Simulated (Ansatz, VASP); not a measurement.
**One calculation of CrPb, two programs**

The input INCAR:

```
SYSTEM = CrPb
PREC     = Accurate       ! precision mode
ENCUT    = 520            ! plane-wave cutoff, eV
EDIFF    = 1E-7           ! SCF threshold, eV
ISMEAR   = 0              ! smearing method
SIGMA    = 0.1            ! smearing width, eV
LREAL    = .FALSE.        ! projectors in reciprocal space
LASPH    = .TRUE.         ! aspherical terms in the spheres
NELM     = 80             ! most SCF steps
ALGO     = Normal         ! electronic algorithm
ISIF     = 2              ! what is computed and relaxed
LWAVE    = .FALSE.        ! write WAVECAR
LCHARG   = .FALSE.        ! write CHGCAR
GGA      = PS             ! functional
NBANDS   = 20             ! bands
```

Contents of KPOINTS:

```
regular mesh
0
G
  12 12 12
  0 0 0
```

Contents of POSCAR:

```
CrPb
1.0
    3.4858517531      0.0000000000      0.0000000000
    0.0000000000      3.4858517531      0.0000000000
    0.0000000000      0.0000000000      3.4858517531
Cr Pb
1 1
Direct
    0.0000000000      0.0000000000      0.0000000000
    0.5000000000      0.5000000000      0.5000000000
```

Input for Ansatz:

```yaml
crystal:
  lattice:
    - [3.4858517531, 0.0, 0.0]
    - [0.0, 3.4858517531, 0.0]
    - [0.0, 0.0, 3.4858517531]
  atoms:
    - { symbol: Cr, position: [0.0, 0.0, 0.0] }
    - { symbol: Pb, position: [0.5, 0.5, 0.5] }
basis:
  ecutwfc: 420
kpoints:
  mp_grid: { grid: [12, 12, 12] }
hamiltonian:
  xc: pbesol
scf:
  occupations: { method: gaussian, width: 0.1 }
  lower_state_search: "off"
output:
  forces: true
  stress: true
  eigenvalues: true
```

Alike in both runs: task single point; functional PBEsol; k mesh 12 × 12 × 12; occupations gaussian, width 0.1 eV; no spin polarisation.

|  | VASP | Ansatz |
| --- | --- | --- |
| version | VASP 6.6.1 | Ansatz 0.2.0 |
| potentials or method | VASP PAW PBE potentials, release 64 (Cr_pv, Pb_d), cutoff 520 eV | scalar-relativistic, plane waves, PAW |
| valence electrons in the cell | 26 | 28 |

```tsv
	VASP	Ansatz	Ansatz less VASP
gap on the k mesh at the Fermi level (eV)	none	none	-
pressure (GPa)	-15.0	-15.0	+0.02
```

VASP's potentials were made for PBE, not for PBEsol. A gap of «none» marks a metal or a gap that the smearing closes. With one functional, cell and mesh, what is left measures potentials, basis and numerics. VASP's potentials hold 26 valence electrons a cell and Ansatz's 28, so a difference there can come from the potentials and not from the codes.

Neither program's run includes spin-orbit coupling.
